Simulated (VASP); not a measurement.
Sn: single point with LDA

Crystal: Sn.

```xyz
2
Lattice="-2.8352 2.8352 1.5296 2.8352 -2.8352 1.5296 2.8352 2.8352 -1.5296" Properties=species:S:1:pos:R:3 pbc="T T T"
Sn    0.0000    0.0000    0.0000
Sn    0.0000    2.8352    0.7648
```

```
Program             : VASP 6.6.1
Task                : single point
Functional          : LDA
Potentials or basis : VASP PAW LDA potentials, release 64 (Sn_d)
Cutoff              : 520 eV
k mesh              : 16 × 16 × 16
Occupations         : gaussian, width 0.1 eV
Spin                : no spin polarisation
```

The pressure is 4.4 GPa and the band gap on the k mesh is zero (bands 14 and 15 overlap by 4.79 eV).

Stress tensor (GPa, compression positive):
```
4.42 0.00 0.00
0.00 4.42 0.00
0.00 0.00 4.33
```

Levels at points of the mesh, in eV from the Fermi level:
```tsv
k point	band 12	band 13	band 14	band 15	band 16	band 17
(0.00, 0.00, 0.00)	-3.55	-2.30	-2.30	2.88	6.56	6.56
(0.50, 0.00, 0.00)	-5.76	-2.29	-1.98	-1.29	2.22	3.03
(0.50, 0.50, 0.00)	-9.51	0.52	0.52	1.66	1.66	6.54
(0.50, 0.50, 0.50)	-7.93	-5.39	-5.39	5.54	5.54	10.10
```

It took 8.1 min on 1 thread of Intel Xeon 8259CL, with other jobs on the host, peak memory 0.38 GiB.

Caveat: the cell stands under pressure; spin-orbit coupling is left out, which moves the levels of the heavy elements.
